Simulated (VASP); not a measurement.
# WC (Cmmm) in VASP: further runs

The runs below take WC through relaxation of cell and atoms, with LDA, PBEsol.

Everything below comes from runs of VASP 6.6.1. Logs are shortened: lines on timing, memory, paths and dates and some standing lists are left out, and cuts for length are marked.

## 1. The cell of the first run

It takes space group Cmmm (No. 65, orthorhombic). The conventional cell has a = 3.281 Å, b = 4.236 Å, c = 4.309 Å, α = 90.00°, β = 90.00°, γ = 90.00°. Within 3.5 Å of W (site symmetry mmm) lie 6 W at 2.68 to 3.28 Å and 8 C at 2.71 to 3.02 Å. Within 3.5 Å of C (site symmetry mmm) lie 6 C at 2.68 to 3.28 Å and 8 W at 2.71 to 3.02 Å.

## 2. Relaxation of cell and atoms, LDA

The input, INCAR:

```
PREC = Accurate
ENCUT = 600
EDIFF = 1E-6
ISMEAR = -1
SIGMA = 0.05
LREAL = False
LASPH = True
NELM = 60
ALGO = Normal
ISIF = 3
LWAVE = False
LCHARG = False
IBRION = 2
NSW = 60
EDIFFG = -0.01
```

The input, KPOINTS:

```
regular mesh
0
Gamma
  10 10 6
```

The input, POSCAR:

```
WC
1.0
    1.6403461100     -2.1180379000      0.0000000000
    1.6403461100      2.1180379000      0.0000000000
    0.0000000000      0.0000000000      4.3094211000
W C
1 1
Direct
    0.5000000000      0.5000000000      0.5000000000
    0.0000000000      0.0000000000      0.0000000000
```

Potentials or basis: VASP PAW LDA potentials, release 64 (W_sv, C).

Command:

```console
$ cat potpaw_LDA.64/W_sv/POTCAR potpaw_LDA.64/C/POTCAR > POTCAR
$ mpirun -np 1 vasp_std > vasp.out
```

OUTCAR:

```text
PREC = Accurate
   ENCUT = 600
   EDIFF = 1E-6
   ISMEAR = -1
   LREAL = False
   LASPH = True
   NELM = 60
   ISIF = 3
   IBRION = 2
   NSW = 60
   EDIFFG = -0.01

 ion  position               nearest neighbor table
   1  0.500  0.500  0.500-   2 2.71   2 2.71   2 2.71   2 2.71
   2  0.000  0.000  0.000-   1 2.71   1 2.71   1 2.71   1 2.71

  LATTYP: Found a base centered orthorhombic cell.
 ALAT       =     3.2806922200
 B/A-ratio  =     1.2912140231
 C/A-ratio  =     1.3135706769

  Lattice vectors:

 A1 = (   1.6403461100,  -2.1180379000,   0.0000000000)
 A2 = (   1.6403461100,   2.1180379000,   0.0000000000)
 A3 = (   0.0000000000,   0.0000000000,   4.3094211000)

Analysis of symmetry for initial positions (statically):
=====================================================================
 Subroutine PRICEL returns:
 Original cell was already a primitive cell.

 Routine SETGRP: Setting up the symmetry group for a
 base centered orthorhombic supercell.

 Subroutine GETGRP returns: Found  8 space group operations
 (whereof  8 operations were pure point group operations)
 out of a pool of  8 trial point group operations.

The static configuration has the point symmetry D_2h.

Analysis of symmetry for dynamics (positions and initial velocities):
=====================================================================
 Subroutine PRICEL returns:
 Original cell was already a primitive cell.

 Routine SETGRP: Setting up the symmetry group for a
 base centered orthorhombic supercell.

 Subroutine GETGRP returns: Found  8 space group operations
 (whereof  8 operations were pure point group operations)
 out of a pool of  8 trial point group operations.

The dynamic configuration has the point symmetry D_2h.

 Subroutine INISYM returns: Found  8 space group operations
 (whereof  8 operations are pure point group operations),
 and found     1 'primitive' translations

----------------------------------------------------------------------------------------

                                     Primitive cell

  volume of cell :      29.9446

  direct lattice vectors                    reciprocal lattice vectors
     1.640346110 -2.118037900  0.000000000     0.304813720 -0.236067542  0.000000000
     1.640346110  2.118037900  0.000000000     0.304813720  0.236067542  0.000000000
     0.000000000  0.000000000  4.309421100     0.000000000  0.000000000  0.232049729

  length of vectors
     2.678958735  2.678958735  4.309421100     0.385537661  0.385537661  0.232049729

  position of ions in fractional coordinates (direct lattice)
     0.500000000  0.500000000  0.500000000
     0.000000000  0.000000000  0.000000000

  ion indices of the primitive-cell ions
   primitive index   ion index
                 1           1
                 2           2

----------------------------------------------------------------------------------------

 KPOINTS: regular mesh

Automatic generation of k-mesh.
 Grid dimensions read from file:
 generate k-points for:   10   10    6

 Generating k-lattice:

  Cartesian coordinates                     Fractional coordinates (reciprocal lattice)
     0.030481372 -0.023606754  0.000000000     0.100000000  0.000000000  0.000000000
     0.030481372  0.023606754  0.000000000     0.000000000  0.100000000  0.000000000
     0.000000000  0.000000000  0.038674955     0.000000000  0.000000000  0.166666667

  Length of vectors
     0.038553766  0.038553766  0.038674955

  Shift w.r.t. Gamma in fractional coordinates (k-lattice)
     0.000000000  0.000000000  0.000000000

 Subroutine IBZKPT returns following result:
 ===========================================

 Found    124 irreducible k-points:

 Following reciprocal coordinates:
            Coordinates               Weight
  0.000000  0.000000  0.000000      1.000000
  0.100000  0.000000  0.000000      4.000000
  0.200000  0.000000  0.000000      4.000000
  0.300000  0.000000  0.000000      4.000000
  0.400000  0.000000  0.000000      4.000000
  0.500000  0.000000  0.000000      2.000000
[... 16 lines left out ...]
  0.300000  0.300000  0.000000      2.000000
  0.400000  0.300000  0.000000      4.000000
 [... further k-points ...]
   k-points           NKPTS =    124   k-points in BZ     NKDIM =    124   number of bands    NBANDS=     13
   number of dos      NEDOS =    301   number of ions     NIONS =      2
   total plane-waves  NPLWV =  20736
   dimension x,y,z NGX =    24 NGY =   24 NGZ =   36
   dimension x,y,z NGXF=    48 NGYF=   48 NGZF=   72
   ions per type =               1   1
   NGX,Y,Z   is equivalent  to a cutoff of  14.89, 14.89, 13.89 a.u.
   NGXF,Y,Z  is equivalent  to a cutoff of  29.79, 29.79, 27.78 a.u.
 SYSTEM =  unknown system
   PREC   = accura    normal or accurate (medium, high low for compatibility)
   ISTART =      0    job   : 0-new  1-cont  2-samecut
   ICHARG =      2    charge: 1-file 2-atom 10-const
   ISPIN  =      1    spin polarized calculation?
   LNONCOLLINEAR =      F non collinear calculations
   LSORBIT =      F    spin-orbit coupling
   LASPH  =      T    aspherical Exc in radial PAW
   ENCUT  =  600.0 eV  44.10 Ry    6.64 a.u.   5.35  5.35  8.61*2*pi/ulx,y,z
   NELM   =     60;   NELMIN=  2; NELMDL= -5     # of ELM steps
   EDIFF  = 0.1E-05   stopping-criterion for ELM
   LREAL  =      F    real-space projection
   EDIFFG = -.1E-01   stopping-criterion for IOM
   NSW    =     60    number of steps for IOM
   IBRION =      2    ionic relax: 0-MD 1-quasi-New 2-CG
   NFREE  =      1    steps in history (QN), initial steepest desc. (CG)
   ISIF   =      3    stress and relaxation
   ISYM   =      2    0-nonsym 1-usesym 2-fastsym
   POTIM  = 0.5000    time-step for ionic-motion
   TEBEG  =    0.0;   TEEND  =   0.0 temperature during run
   PSTRESS=    0.0 pullay stress
   NELECT =      18.0000    total number of electrons
   NUPDOWN=      -1.0000    fix difference up-down
   EMIN   =  10.00;   EMAX   =-10.00  energy-range for DOS
   EFERMI =   0.00;   METHOD = LEGACY
   ISMEAR =    -1;   SIGMA  =   0.05  broadening in eV -4-tet -1-fermi 0-gaus
   EFERMI_NEDOS =   21; number of points for ismear=-14 and -15
   IALGO  =     38    algorithm
   IMIX   =      4    mixing-type and parameters
     AMIX     =   0.40;   BMIX     =  1.00
     AMIX_MAG =   1.60;   BMIX_MAG =  1.00
  volume/ion in A,a.u.               =      14.97       101.04
  Fermi-wavevector in a.u.,A,eV,Ry     =   1.381634  2.610909 25.972324  1.908912
  Thomas-Fermi vector in A             =   2.506400
   LORBIT       =      0    0 simple, 1 ext, 2 COOP (PROOUT), +10 PAW based schemes
   GGA     = CA    functional components
   LHFCALC =     F    Hartree Fock is set to
   AEXX    =    0.0000 exact exchange contribution
   IVDW    =     0    specifies the selected vdW correction
   LEPSILON=     F    determine dielectric tensor
   LRPA    =     F    only Hartree local field effects (RPA)
 conjugate gradient relaxation of ions
 non-spin polarized calculation
  energy-cutoff  :      600.00
  volume of cell :       29.94
 maximum number of plane-waves:      1015
 NGX is ok and might be reduce to    24
   NGX = 11   NGY = 11   NGZ = 17

--------------------------------------- Ionic step        1  -------------------------------------------

 number of electron      17.9999998 magnetization

 Free energy of the ion-electron system (eV)
  ---------------------------------------------------
  ext. energy  EPLUGINS =         0.00000000
  ---------------------------------------------------
  free energy    TOTEN  =       -18.36601182 eV

  energy without entropy =      -18.35109937  energy(sigma->0) =      -18.35855560

------------------------ aborting loop because EDIFF is reached ----------------------------------------

  FORCE on cell =-STRESS in cart. coord.  units (eV):
  Direction    XX          YY          ZZ          XY          YZ          ZX
  --------------------------------------------------------------------------------------
  -------------------------------------------------------------------------------------
  Total       -8.2060326     -2.2845674    -12.3247375      0.0000000      0.0000000      0.0000000
  in kB     -439.0618197   -122.2352320   -659.4321428      0.0000000      0.0000000      0.0000000
  external PRESSURE =    -406.9097315 kB  Pullay stress =       0.0000000 kB
[... 89 lines left out ...]
  FREE ENERGIE OF THE ION-ELECTRON SYSTEM (eV)
  ---------------------------------------------------
  free  energy   TOTEN  =       -21.1075404928 eV

  energy  without entropy=      -21.0966958606  energy(sigma->0) =      -21.10211818

 E-fermi :   9.4660     XC(G=0): -13.0511

 val. band max:        9.4633786547   @ k =   0.5000   0.4000   0.0000
 cond. band min:       9.4690523457   @ k =  -0.3000   0.1000   0.1667
 fundamental gap:      0.0056736910
 Fermi energy:         9.4659961616

 k-point     1 :       0.0000    0.0000    0.0000
  band No.  band energies     occupation
      1     -64.7367      2.00000
      2     -29.0894      2.00000
      3     -29.0631      2.00000
      4     -28.8554      2.00000
      5      -4.5068      2.00000
      6       5.2177      2.00000
      7       7.3964      2.00000
      8       7.7568      2.00000
      9       8.9210      1.99996
     10       9.1051      1.99853
     11       9.6731      0.03130
     12      10.7231      0.00000
     13      11.9107      0.00000
[... 353 lines left out ...]
 k-point    24 :       0.4000    0.3000    0.0000
  band No.  band energies     occupation
      1     -64.7096      2.00000
      2     -29.3590      2.00000
      3     -29.1665      2.00000
      4     -29.0036      2.00000
      5      -1.3412      2.00000
      6       3.0423      2.00000
      7       4.0490      2.00000
      8       5.7324      2.00000
      9       9.3560      1.80063
     10       9.9666      0.00009
     11      11.6043      0.00000
     12      12.8203      0.00000
     13      16.2315      0.00000

 [... further k-points ...]

[... ionic steps 4 to 18 ...]

--------------------------------------- Ionic step       19  -------------------------------------------

 number of electron      18.0000002 magnetization

------------------------ aborting loop because EDIFF is reached ----------------------------------------

  FORCE on cell =-STRESS in cart. coord.  units (eV):
  Direction    XX          YY          ZZ          XY          YZ          ZX
  --------------------------------------------------------------------------------------
  -------------------------------------------------------------------------------------
  Total       -0.0360395      0.0286387      0.0270917      0.0000000      0.0000000      0.0000000
  in kB       -2.5829072      2.0524989      1.9416265      0.0000000      0.0000000      0.0000000
  external PRESSURE =       0.4704061 kB  Pullay stress =       0.0000000 kB
[... 57 lines left out ...]
  energy  without entropy=      -22.7723394234  energy(sigma->0) =      -22.77721950

--------------------------------------- Ionic step       21  -------------------------------------------

 number of electron      18.0000002 magnetization

 Free energy of the ion-electron system (eV)
  ---------------------------------------------------
  ext. energy  EPLUGINS =         0.00000000
  ---------------------------------------------------
  free energy    TOTEN  =       -22.78210567 eV

  energy without entropy =      -22.77228742  energy(sigma->0) =      -22.77719655

 E-fermi :  10.6602     XC(G=0): -13.5202

 val. band max:       10.6381383067   @ k =  -0.4000   0.3000   0.0000
 cond. band min:      10.6636545191   @ k =   0.3000   0.1000   0.0000
 fundamental gap:      0.0255162124
 Fermi energy:        10.6601923179

 k-point     1 :       0.0000    0.0000    0.0000
  band No.  band energies     occupation
      1     -63.3998      2.00000
      2     -27.8589      2.00000
      3     -27.6932      2.00000
      4     -27.4374      2.00000
      5      -3.9924      2.00000
      6       5.7272      2.00000
      7       8.2634      2.00000
      8       9.3322      2.00000
      9       9.4458      2.00000
     10      10.7790      0.17010
     11      11.0744      0.00050
     12      12.0639      0.00000
     13      13.2710      0.00000
[... 353 lines left out ...]
 k-point    24 :       0.4000    0.3000    0.0000
  band No.  band energies     occupation
      1     -63.3432      2.00000
      2     -28.2032      2.00000
      3     -27.9222      2.00000
      4     -27.7424      2.00000
      5      -0.2629      2.00000
      6       4.0316      2.00000
      7       4.8450      2.00000
      8       5.7256      2.00000
      9      10.6308      1.28538
     10      10.9409      0.00727
     11      13.2975      0.00000
     12      14.5281      0.00000
     13      18.5833      0.00000

 [... further k-points ...]
[... 5 lines left out ...]
  --------------------------------------------------------------------------------------
  -------------------------------------------------------------------------------------
  Total       -0.0130646      0.0010932     -0.0196524      0.0000000      0.0000000      0.0000000
  in kB       -0.9354782      0.0782758     -1.4071884      0.0000000      0.0000000      0.0000000
  external PRESSURE =      -0.7547969 kB  Pullay stress =       0.0000000 kB
[... 17 lines left out ...]
  FREE ENERGIE OF THE ION-ELECTRON SYSTEM (eV)
  ---------------------------------------------------
  free  energy   TOTEN  =       -22.7821056748 eV

  energy  without entropy=      -22.7722874222  energy(sigma->0) =      -22.77719655

 reached required accuracy - stopping structural energy minimisation
```

Run time: 3 min. Hardware: 1 thread of Intel Xeon 6975P-C (Granite Rapids), shared host; peak memory 0.21 GiB.

What came out:

- Free energy: -22.7821 eV
- Relaxed volume: 11.19 Å³/atom
- Relaxed cell: a = 2.943 Å, b = 2.943 Å, c = 2.992 Å, α = 90.00°, β = 90.00°, γ = 120.30°
- Space group after relaxing (to 0.1 Å): Cmmm (No. 65)
- Energy gained by relaxing: 2208.0 meV/atom
- Ionic steps: 21
- Pressure after relaxing: -0.1 GPa
- Band gap on the k mesh: zero (bands 9 and 10 overlap by 3.46 eV)

Step by step:
```
step  energy change (eV)  largest force (eV/Å)  pressure (GPa)  volume (Å³)
   1              0.0000                0.0000          -40.69        29.94
   2             -1.1767                0.0000          188.77        15.95
   3             -2.7415                0.0000           22.87        20.23
   4             -2.2160                0.0000          161.10        17.20
   5             -3.6684                0.0000           54.23        18.98
   6             -3.6834                0.0000           61.81        18.79
   7             -4.0953                0.0000          -26.17        24.47
   8             -4.3687                0.0000           -2.45        21.94
   9             -4.3690                0.0000           -1.64        21.88
  10             -4.3992                0.0000            2.11        21.95
  11             -4.3962                0.0000            9.13        22.02
  12             -4.4071                0.0000            5.48        21.99
  13             -4.4135                0.0000           -1.50        22.65
  14             -4.4149                0.0000            0.50        22.45
  15             -4.4157                0.0000           -0.23        22.43
  16             -4.4159                0.0000           -0.63        22.42
  17             -4.4160                0.0000            0.23        22.33
  18             -4.4161                0.0000            0.08        22.35
  19             -4.4161                0.0000            0.05        22.36
  20             -4.4161                0.0000           -0.02        22.36
  21             -4.4161                0.0000           -0.08        22.38
```

Final structure:
```
W C
1.0
     1.46490   -2.55248    0.00000
     1.46490    2.55248    0.00000
     0.00000    0.00000    2.99208
W C
1 1
Direct
  0.50000 0.50000 0.50000
  0.00000 0.00000 0.00000
```

Caveat: the volume moved by over 15 % at a fixed basis, so the end points are rough; spin-orbit coupling is left out, which moves the levels of the heavy elements.

## 3. Relaxation of cell and atoms, PBEsol

The input, INCAR:

```
SYSTEM = WC
PREC = Accurate
ENCUT = 600
EDIFF = 1E-6
ISMEAR = -1
SIGMA = 0.05
LREAL = .False.
LASPH = .True.
NELM = 100
ALGO = Normal
ISIF = 3
LWAVE = .False.
LCHARG = .False.
GGA = PS
IBRION = 2
NSW = 60
EDIFFG = -0.01
```

The input, KPOINTS:

```
regular mesh
0
Gamma
  10 10 6
  0 0 0
```

POSCAR is that of step 2.

Potentials or basis: VASP PAW PBE potentials, release 64 (W_sv, C).

Command:

```console
$ cat potpaw_PBE.64/W_sv/POTCAR potpaw_PBE.64/C/POTCAR > POTCAR
$ mpirun -np 1 vasp_std > vasp.out
```

Run time: 3 min. Hardware: 1 thread of Intel Xeon 6975P-C (Granite Rapids), shared host; peak memory 0.23 GiB.

Results (log left out):

* Free energy: -22.0155 eV
* Relaxed volume: 11.34 Å³/atom
* Relaxed cell: a = 2.959 Å, b = 2.959 Å, c = 3.003 Å, α = 90.00°, β = 90.00°, γ = 120.37°
* Space group after relaxing (to 0.1 Å): Cmmm (No. 65)
* Energy gained by relaxing: 2106.5 meV/atom
* Ionic steps: 20
* Pressure after relaxing: 0.1 GPa
* Band gap on the k mesh: zero (bands 9 and 10 overlap by 3.24 eV)

Stress tensor (GPa, compression positive):
```
-0.01  0.00  0.00
 0.00  0.04  0.00
 0.00  0.00  0.14
```

The path:
| step | energy change (eV) | largest force (eV/Å) | pressure (GPa) | volume (Å³) |
| --- | --- | --- | --- | --- |
| 1 | 0.0000 | 0.0000 | -37.59 | 29.94 |
| 2 | -1.6518 | 0.0000 | 146.74 | 16.78 |
| 3 | -2.6379 | 0.0000 | 26.22 | 20.29 |
| 4 | -2.5910 | 0.0000 | 131.07 | 17.78 |
| 5 | -3.4811 | 0.0000 | 56.48 | 19.13 |
| 6 | -3.9908 | 0.0000 | -24.74 | 24.14 |
| 7 | -4.1322 | 0.0000 | -5.98 | 22.30 |
| 8 | -4.1907 | 0.0000 | 2.32 | 22.19 |
| 9 | -4.1768 | 0.0000 | 9.32 | 22.11 |
| 10 | -4.1923 | 0.0000 | 3.91 | 22.17 |
| 11 | -4.2093 | 0.0000 | 0.90 | 22.60 |
| 12 | -4.2110 | 0.0000 | -0.37 | 22.81 |
| 13 | -4.2127 | 0.0000 | -0.02 | 22.74 |
| 14 | -4.2130 | 0.0000 | 0.13 | 22.71 |
| 15 | -4.2130 | 0.0000 | 0.21 | 22.70 |
| 16 | -4.2130 | 0.0000 | 0.21 | 22.70 |
| 17 | -4.2130 | 0.0000 | -0.49 | 22.73 |
| 18 | -4.2130 | 0.0000 | -0.23 | 22.72 |
| 19 | -4.2131 | 0.0000 | -0.10 | 22.69 |
| 20 | -4.2131 | 0.0000 | 0.06 | 22.68 |

Final structure:
```
W C
1.0
     1.47101   -2.56696    0.00000
     1.47101    2.56696    0.00000
     0.00000    0.00000    3.00277
W C
1 1
Direct
  0.50000 0.50000 0.50000
  0.00000 0.00000 0.00000
```

Levels at points of the mesh, in eV from the Fermi level:
| k point | band 7 | band 8 | band 9 | band 10 | band 11 | band 12 |
| --- | --- | --- | --- | --- | --- | --- |
| (0.00, 0.00, 0.00) | -2.38 | -1.28 | -1.22 | 0.11 | 0.43 | 1.38 |
| (0.50, 0.00, 0.00) | -5.98 | -5.97 | 1.46 | 2.79 | 3.35 | 5.17 |
| (0.50, 0.50, 0.00) | -4.18 | -1.02 | -0.91 | -0.42 | 0.71 | 3.41 |
| (0.00, 0.00, 0.50) | -4.97 | -2.26 | -0.90 | -0.71 | 2.54 | 3.29 |
| (0.50, 0.00, 0.50) | -3.96 | -3.23 | -1.41 | -0.27 | 3.42 | 3.77 |
| (0.50, 0.50, 0.50) | -7.76 | -5.90 | 2.43 | 2.85 | 3.66 | 5.64 |

Caveat: the volume moved by over 15 % at a fixed basis, so the end points are rough; the PAW data sets were made with another functional, which shifts forces and pressure a little; spin-orbit coupling is left out, which moves the levels of the heavy elements.
